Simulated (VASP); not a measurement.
# HgTe (I-4m2) in VASP: further runs, part 2 of 2

VASP 6.6.1. Earlier steps stand in the parts before.

**3. Single point, PBEsol**

This run uses another cell than the first one, of 23.43 Å³/atom, 1.082 times its volume.

Input file INCAR:

```
  PREC = Accurate
  ENCUT = 520
  EDIFF = 1E-7
  ISMEAR = -1
  SIGMA = 0.05
  LREAL = False
  LASPH = True
  NELM = 80
  ALGO = Normal
  ISIF = 2
  LWAVE = False
  LCHARG = True
  GGA = PS
  LELF = True
  LVHAR = True
  NBANDS = 16
```

Input file KPOINTS:

```
Automatic mesh
0
Gamma
  10 10 10
```

Input file POSCAR:

```
HgTe
1.0
   -2.7700406178      2.7700406178      1.5268688928
    2.7700406178     -2.7700406178      1.5268688928
    2.7700406178      2.7700406178     -1.5268688928
Hg Te
1 1
Direct
    0.7500000000      0.2500000000      0.5000000000
    0.0000000000      0.0000000000      0.0000000000
```

Potentials or basis: VASP PAW PBE potentials, release 64 (Hg, Te).

The run is started by

```bash
cat potpaw_PBE.64/Hg/POTCAR potpaw_PBE.64/Te/POTCAR > POTCAR
mpirun -np 1 vasp_std > vasp.out
```

OUTCAR:

```text
PREC = Accurate
   ENCUT = 520
   EDIFF = 1E-7
   ISMEAR = -1
   LREAL = False
   LASPH = True
   NELM = 80
   ISIF = 2
   GGA = PS

 ion  position               nearest neighbor table
   1  0.750  0.250  0.500-   2 2.87   2 2.87   2 2.87   2 2.87   2 3.59   2 3.59   2 3.59   2 3.59

   2  0.000  0.000  0.000-   1 2.87   1 2.87   1 2.87   1 2.87   1 3.59   1 3.59   1 3.59   1 3.59

  LATTYP: Found a body centered tetragonal cell.
 ALAT       =     5.5400812356
 C/A-ratio  =     0.5512081242

  Lattice vectors:

 A1 = (  -2.7700406178,   2.7700406178,   1.5268688928)
 A2 = (   2.7700406178,  -2.7700406178,   1.5268688928)
 A3 = (   2.7700406178,   2.7700406178,  -1.5268688928)

Analysis of symmetry for initial positions (statically):
=====================================================================
 Subroutine PRICEL returns:
 Original cell was already a primitive cell.

 Routine SETGRP: Setting up the symmetry group for a
 body centered tetragonal supercell.

 Subroutine GETGRP returns: Found  8 space group operations
 (whereof  8 operations were pure point group operations)
 out of a pool of 16 trial point group operations.

The static configuration has the point symmetry D_2d.

Analysis of symmetry for dynamics (positions and initial velocities):
=====================================================================
 Subroutine PRICEL returns:
 Original cell was already a primitive cell.

 Routine SETGRP: Setting up the symmetry group for a
 body centered tetragonal supercell.

 Subroutine GETGRP returns: Found  8 space group operations
 (whereof  8 operations were pure point group operations)
 out of a pool of 16 trial point group operations.

The dynamic configuration has the point symmetry D_2d.

 Subroutine INISYM returns: Found  8 space group operations
[... 104 lines left out ...]
   ISYM   =      2    0-nonsym 1-usesym 2-fastsym
   POTIM  = 0.5000    time-step for ionic-motion
   TEBEG  =    0.0;   TEEND  =   0.0 temperature during run
   PSTRESS=    0.0 pullay stress
   NELECT =      18.0000    total number of electrons
   NUPDOWN=      -1.0000    fix difference up-down
   EMIN   =  10.00;   EMAX   =-10.00  energy-range for DOS
   EFERMI =   0.00;   METHOD = LEGACY
   ISMEAR =    -1;   SIGMA  =   0.05  broadening in eV -4-tet -1-fermi 0-gaus
   EFERMI_NEDOS =   21; number of points for ismear=-14 and -15
   IALGO  =     38    algorithm
   IMIX   =      4    mixing-type and parameters
     AMIX     =   0.40;   BMIX     =  1.00
     AMIX_MAG =   1.60;   BMIX_MAG =  1.00
  volume/ion in A,a.u.               =      23.43       158.12
  Fermi-wavevector in a.u.,A,eV,Ry     =   1.190020  2.248812 19.267864  1.416148
  Thomas-Fermi vector in A             =   2.326114
   LORBIT       =      0    0 simple, 1 ext, 2 COOP (PROOUT), +10 PAW based schemes
   GGA     = PS    functional components
   LHFCALC =     F    Hartree Fock is set to
   AEXX    =    0.0000 exact exchange contribution
   IVDW    =     0    specifies the selected vdW correction
   LEPSILON=     F    determine dielectric tensor
   LRPA    =     F    only Hartree local field effects (RPA)
 non-spin polarized calculation
  energy-cutoff  :      520.00
  volume of cell :       46.86
 maximum number of plane-waves:      1278
   NGX = 15   NGY = 15   NGZ = 15

 number of electron      17.9999999 magnetization

 Free energy of the ion-electron system (eV)
  ---------------------------------------------------
  ext. energy  EPLUGINS =         0.00000000
  ---------------------------------------------------
  free energy    TOTEN  =        -3.96639628 eV

  energy without entropy =       -3.96252088  energy(sigma->0) =       -3.96445858

 E-fermi :   6.8774     XC(G=0): -11.0240

 val. band max:        6.8717473612   @ k =  -0.3000  -0.4000   0.1000
 cond. band min:       6.9033205831   @ k =  -0.3000  -0.3000   0.1000
 fundamental gap:      0.0315732219
 Fermi energy:         6.8774445426

 k-point     1 :       0.0000    0.0000    0.0000
  band No.  band energies     occupation
      1      -7.1665      2.00000
      2      -1.4418      2.00000
      3      -0.9122      2.00000
      4      -0.7243      2.00000
      5      -0.1802      2.00000
      6      -0.1802      2.00000
[... 433 lines left out ...]
      3      -0.9881      2.00000
      4      -0.5946      2.00000
      5      -0.4687      2.00000
      6      -0.2771      2.00000
[... 8 lines left out ...]
     15      17.2154      0.00000
     16      18.9093      0.00000

 [... further k-points ...]
[... 5 lines left out ...]
  --------------------------------------------------------------------------------------
  -------------------------------------------------------------------------------------
  Total        3.0253135      3.0253135      3.0217468      0.0000000     -0.0000000      0.0000000
  in kB      103.4301011    103.4301011    103.3081640      0.0000000     -0.0000000      0.0000000
  external PRESSURE =     103.3894554 kB  Pullay stress =       0.0000000 kB

 VOLUME and BASIS-vectors are now :
 -----------------------------------------------------------------------------
  energy-cutoff  :      520.00
  volume of cell :       46.86
      direct lattice vectors                 reciprocal lattice vectors
    -2.770040618  2.770040618  1.526868893     0.000000000  0.180502768  0.327467540
     2.770040618 -2.770040618  1.526868893     0.180502768  0.000000000  0.327467540
     2.770040618  2.770040618 -1.526868893     0.180502768  0.180502768  0.000000000

 POSITION                                       TOTAL-FORCE (eV/Angst)
 -----------------------------------------------------------------------------------
     -0.00000      2.77004      0.76343         0.000000     -0.000000     -0.000000
      0.00000      0.00000      0.00000        -0.000000      0.000000      0.000000
 -----------------------------------------------------------------------------------
    total drift:                               -0.000000      0.000000     -0.000000

  FREE ENERGIE OF THE ION-ELECTRON SYSTEM (eV)
  ---------------------------------------------------
  free  energy   TOTEN  =        -3.9663962787 eV

  energy  without entropy=       -3.9625208773  energy(sigma->0) =       -3.96445858
```

OSZICAR:

```text
N       E                     dE             d eps       ncg     rms          rms(c)
DAV:   1     0.102052143399E+03    0.10205E+03   -0.81598E+03  3272   0.100E+03
DAV:   2    -0.131304840561E+01   -0.10337E+03   -0.96209E+02  3832   0.239E+02
DAV:   3    -0.416759525785E+01   -0.28545E+01   -0.28488E+01  4096   0.395E+01
DAV:   4    -0.417938579753E+01   -0.11791E-01   -0.11790E-01  4040   0.279E+00
DAV:   5    -0.417950994396E+01   -0.12415E-03   -0.12415E-03  4248   0.291E-01    0.116E+01
DAV:   6    -0.397782409114E+01    0.20169E+00   -0.38607E-01  3888   0.893E+00    0.808E+00
DAV:   7    -0.396829264587E+01    0.95314E-02   -0.75862E-02  4144   0.216E+00    0.191E+00
DAV:   8    -0.396651544080E+01    0.17772E-02   -0.12184E-02  3664   0.140E+00    0.354E-01
DAV:   9    -0.396639276425E+01    0.12268E-03   -0.71949E-04  4264   0.294E-01    0.699E-02
DAV:  10    -0.396639464432E+01   -0.18801E-05   -0.38057E-05  3960   0.553E-02    0.235E-02
DAV:  11    -0.396639674946E+01   -0.21051E-05   -0.46722E-06  4264   0.218E-02    0.140E-02
DAV:  12    -0.396639637909E+01    0.37037E-06   -0.61085E-07  3624   0.926E-03    0.629E-03
DAV:  13    -0.396639627586E+01    0.10323E-06   -0.13578E-07  2824   0.313E-03    0.382E-03
DAV:  14    -0.396639627874E+01   -0.28824E-08   -0.11803E-08  1936   0.827E-04
   1 F= -.39663963E+01 E0= -.39644586E+01  d E =-.387540E-02
```

It took 80 s on 1 thread of Intel Xeon Platinum 8375C at 2.90GHz (Ice Lake), shared host; peak memory 0.23 GiB.

What came out:

| Quantity | Value |
| --- | --- |
| Free energy | -3.9664 eV |
| Pressure | 10.3 GPa |
| Band gap on the k mesh | zero (band 9 reaches 8.82 eV, above the bottom of band 10 at 4.43 eV) |

Levels at points of the mesh, in eV from the Fermi level:
| k point | band 7 | band 8 | band 9 | band 10 | band 11 | band 12 |
| --- | --- | --- | --- | --- | --- | --- |
| (0.00, 0.00, 0.00) | -3.01 | -3.01 | -2.98 | 3.47 | 4.54 | 8.15 |
| (0.50, 0.00, 0.00) | -5.22 | -2.46 | -1.82 | -0.75 | 3.29 | 3.82 |
| (0.50, 0.50, 0.00) | -6.91 | -0.52 | 1.94 | 2.53 | 2.84 | 3.36 |
| (0.50, 0.50, 0.50) | -5.77 | -5.77 | -5.19 | 2.82 | 6.16 | 10.22 |

Caveat: the PAW data sets were made with another functional, which shifts forces and pressure a little; spin-orbit coupling is left out, which moves the levels of the heavy elements.
